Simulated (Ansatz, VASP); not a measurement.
# Two plane-wave programs on ZnO

The input INCAR:

```
SYSTEM = ZnO
ALGO = Normal
EDIFF = 1E-7
ENCUT = 520
GGA = CA
ISIF = 2
ISMEAR = 0
LASPH = .True.
LCHARG = .False.
LREAL = .False.
LWAVE = .False.
NBANDS = 26
NELM = 100
PREC = Accurate
SIGMA = 0.01
```

The input KPOINTS:

```
k-points
0
Gamma
  9 9 6
  0 0 0
```

POSCAR

```
ZnO
1.0
    3.2498000000      0.0000000000      0.0000000000
   -1.6249000000      2.8144093572      0.0000000000
    0.0000000000      0.0000000000      5.2066000000
Zn O
2 2
Direct
    0.3333333333      0.6666666667      0.0000000000
    0.6666666667      0.3333333333      0.5000000000
    0.3333333333      0.6666666667      0.3900000000
    0.6666666667      0.3333333333      0.8900000000
```

Input for Ansatz:

```yaml
crystal:
  lattice:
    - [3.2498, 0.0, 0.0]
    - [-1.6249, 2.8144093572, 0.0]
    - [0.0, 0.0, 5.2066]
  atoms:
    - { symbol: Zn, position: [0.3333333333, 0.6666666667, 0.0] }
    - { symbol: Zn, position: [0.6666666667, 0.3333333333, 0.5] }
    - { symbol: O, position: [0.3333333333, 0.6666666667, 0.39] }
    - { symbol: O, position: [0.6666666667, 0.3333333333, 0.89] }
scf:
  occupations: { method: fixed }
output:
  eigenvalues: true
hamiltonian:
  xc: lda
kpoints:
  mp_grid: { grid: [9, 9, 6] }
```

Alike in both runs: task single point; functional LDA; k mesh 9 × 9 × 6; no spin polarisation.

|  | VASP | Ansatz |
| --- | --- | --- |
| version | VASP 6.6.1 | Ansatz 0.2.0 |
| potentials or method | VASP PAW LDA potentials, release 64 (Zn, O) | scalar-relativistic, plane waves, PAW |
| plane-wave cutoff (eV) | 520 | 420 |
| occupations | gaussian, width 0.01 eV | fixed |
| valence electrons in the cell | 36 | 36 |

|  | VASP | Ansatz | Ansatz less VASP |
| --- | --- | --- | --- |
| gap on the k mesh at the Fermi level (eV) | 0.74 | 0.74 | -0.007 |
| least direct gap on the mesh (eV) | 0.74 | 0.74 | -0.007 |

LDA's correlation is that of Perdew and Zunger in VASP and of Perdew and Wang (1992) in Ansatz.
